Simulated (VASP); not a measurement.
Here is a VASP 6.6.1 calculation.

INCAR

```
PREC = Accurate
ENCUT = 500
EDIFF = 1E-6
ISMEAR = 0
SIGMA = 0.01
LREAL = False
LASPH = True
NELM = 120
ALGO = Normal
ISIF = 2
LWAVE = False
LCHARG = True
GGA = PS
LELF = True
LVHAR = True
NBANDS = 16
GGA_COMPAT = False
```

File KPOINTS:

```
Automatic mesh
0
Gamma
  4 4 4
```

File POSCAR:

```
GaAs
1.0
    0.0000000000      2.8297573507      2.8297573507
    2.8297573507      0.0000000000      2.8297573507
    2.8297573507      2.8297573507      0.0000000000
Ga As
1 1
Direct
    0.0000000000      0.0000000000      0.0000000000
    0.7500000000      0.7500000000      0.7500000000
```

Potentials or basis: VASP PAW PBE potentials, release 64 (Ga_d, As).

Run with:

```bash
$ cat potpaw_PBE.64/Ga_d/POTCAR potpaw_PBE.64/As/POTCAR > POTCAR
$ mpirun -np 1 vasp_std > vasp.out
```

Q: Predict the band gap on the k mesh.

A: 0.42 eV, direct.

Q: Predict the pressure.

A: 0.4 GPa.

Caveat: the k points lie up to 0.48 Å⁻¹ apart; the PAW data sets were made with another functional, which shifts forces and pressure a little. A k mesh can miss the band edges.
